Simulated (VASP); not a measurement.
Wanted: the native input for a VASP 6.6.1 run.

* Task: single point
* Functional: PBE
* Dispersion: D3(BJ)
* Potentials or basis: VASP PAW PBE potentials, release 64 (S, Pt)
* Cutoff: 520 eV
* k mesh: 9 × 9 × 1
* Occupations: gaussian, width 0.02 eV
* Spin: no spin polarisation
* Dipole correction: yes
* Further INCAR settings: ALGO = Normal; EDIFF = 1e-06; NBANDS = 18

The structure of PtS2 lies in POSCAR:

```
PtS2
1.0
    3.4000000000      0.0000000000      0.0000000000
   -1.7000000000      2.9444863729      0.0000000000
    0.0000000000      0.0000000000     30.8254864268
S Pt
2 1
Direct
    0.6666666667      0.3333333333      0.4611198350
    0.3333333333      0.6666666667      0.5388801650
    0.0000000000      0.0000000000      0.5000000000
```

These files were run (other wordings do the same):

INCAR

```
PREC     = Accurate       # precision mode
ENCUT    = 520            # plane-wave cutoff, eV
EDIFF    = 1E-6           # SCF threshold, eV
ISMEAR   = 0              # smearing method
SIGMA    = 0.02           # smearing width, eV
LREAL    = F              # projectors in reciprocal space
LASPH    = T              # aspherical terms in the spheres
NELM     = 80             # most SCF steps
ALGO     = Normal         # electronic algorithm
ISIF     = 2              # what is computed and relaxed
LWAVE    = F              # write WAVECAR
LCHARG   = T              # write CHGCAR
LDIPOL   = T            
IDIPOL   = 3            
DIPOL    = 0.5 0.5 0.500
GGA      = PE             # functional
IVDW     = 12             # dispersion correction
LELF     = T              # ELF
LVHAR    = T            
LVACPOTAV= T            
NBANDS   = 18             # bands
```

KPOINTS

```
regular mesh
0
Gamma
  9 9 1
```

Potentials or basis: VASP PAW PBE potentials, release 64 (S, Pt).

Command:

```console
$ cat potpaw_PBE.64/S/POTCAR potpaw_PBE.64/Pt/POTCAR > POTCAR
$ mpirun -np 1 vasp_std > vasp.out
```

It gave:

```yaml
Largest_force: 1.930 eV/Å
Band_gap_on_the_k_mesh: 2.05 eV (least direct gap 2.13 eV)
Dispersion_energy_per_atom: -0.303 eV
```

Caveat: spin-orbit coupling is left out, which moves the levels of the heavy elements.

It took 4.1 min on 1 thread of Intel Xeon 8259CL, with other jobs on the host, peak memory 0.48 GiB.
